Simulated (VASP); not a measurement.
Co: single point with PBE

Co:

```
Co
1.0
     2.49352    0.00000    0.00000
    -1.24676    2.15945    0.00000
     0.00000    0.00000    4.02778
Co
2
Cartesian
  0.0000 1.4396 1.0069
  1.2468 0.7198 3.0208
```

```json
{
  "Program": "VASP 6.6.1",
  "Task": "single point",
  "Functional": "PBE",
  "Potentials or basis": "VASP PAW PBE potentials, release 64 (Co)",
  "Cutoff": "520 eV",
  "k mesh": "12 × 12 × 6",
  "Occupations": "fermi-dirac, width 0.05 eV",
  "Spin": "collinear spin, ferromagnetic start",
  "Starting moments": "[1.69, 1.69] μB",
  "Dipole correction": "no",
  "Further INCAR settings": "ALGO = Normal; EDIFF = 1e-07; NBANDS = 20"
}
```

```
Pressure                                              : 0.1 GPa
Net moment                                            : 3.27 μB per cell
Site moments                                          : Co +1.65 μB
Valence electrons inside the program's atomic spheres : Co 8.27
```

Stress tensor (GPa, compression positive):
```
 0.23  0.00  0.00
 0.00  0.23  0.00
 0.00  0.00 -0.20
```

Levels at points of the mesh, in eV from the Fermi level:
Spin up:
| k point | band 9 | band 10 | band 11 | band 12 | band 13 | band 14 |
| --- | --- | --- | --- | --- | --- | --- |
| (0.00, 0.00, 0.00) | -1.92 | -0.82 | -0.82 | -0.04 | 6.39 | 21.99 |
| (0.50, 0.00, 0.00) | -0.59 | -0.54 | 1.32 | 3.33 | 9.72 | 10.37 |
| (0.00, 0.00, 0.50) | -1.13 | -1.13 | -1.13 | -1.13 | 15.08 | 15.08 |
| (0.50, 0.00, 0.50) | -0.60 | -0.60 | 1.62 | 1.62 | 7.28 | 7.28 |
Spin down:
```
           k point  band 5  band 6  band 7  band 8  band 9  band 10
(0.00, 0.00, 0.00)   -0.92   -0.55   -0.55   -0.14   -0.14    -0.09
(0.50, 0.00, 0.00)   -1.08   -0.99   -0.57    1.21    1.34     1.38
(0.00, 0.00, 0.50)   -0.99   -0.99   -0.99   -0.99    0.74     0.74
(0.50, 0.00, 0.50)   -0.03   -0.03    0.28    0.28    1.31     1.31
```

Wall time 29 s on 1 thread of Intel(R) Xeon(R) 6975P-C (Granite Rapids), on a shared host, peak memory 0.17 GiB.
